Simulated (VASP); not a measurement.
The system is SnTe.

```
Sn Te
1.0
     4.77166    0.00000    0.00000
    -2.38583    4.13238    0.00000
     0.00000    0.00000    5.96426
Sn Te
2 2
Direct
  0.33333 0.66667 0.25000
  0.66667 0.33333 0.75000
  0.66667 0.33333 0.25000
  0.33333 0.66667 0.75000
```

| Quantity | Value |
| --- | --- |
| Program | VASP 6.6.1 |
| Task | relaxation of cell and atoms |
| Functional | PBE |
| Potentials or basis | VASP PAW PBE potentials, release 64 (Sn_d, Te) |
| Cutoff | 600 eV |
| k mesh | 6 × 6 × 4 |
| Occupations | fermi-dirac, width 0.02 eV |
| Spin | no spin polarisation |

At the start: pressure 19.7 GPa; volume 29.40 Å³/atom.

**Question.** How do energy, volume and symmetry change on relaxing?

**Answer.** Over 7 steps the energy falls by 580.4 meV/atom and the volume is 41.19 Å³/atom (+40.1 %); space group P6_3/mmc (No. 194, to 0.1 Å) before and after.

The path:
```tsv
step	energy change (eV)	largest force (eV/Å)	pressure (GPa)	volume (Å³)
1	0.0000	0.0000	19.68	117.60
2	-2.0236	0.0000	-3.14	190.04
3	-2.3197	0.0000	0.19	163.81
4	-2.3199	0.0000	0.00	164.83
5	-2.3213	0.0000	-0.09	165.24
6	-2.3213	0.0000	-0.08	165.23
7	-2.3215	0.0000	0.00	164.76
```

Final structure:
```
Sn Te
1.0
     5.42158    0.00000    0.00000
    -2.71079    4.69523    0.00000
     0.00000    0.00000    6.47251
Sn Te
2 2
Direct
  0.33333 0.66667 0.25000
  0.66667 0.33333 0.75000
  0.66667 0.33333 0.25000
  0.33333 0.66667 0.75000
```

Caveat: the volume moved by over 15 % at a fixed basis, so the end points are rough.
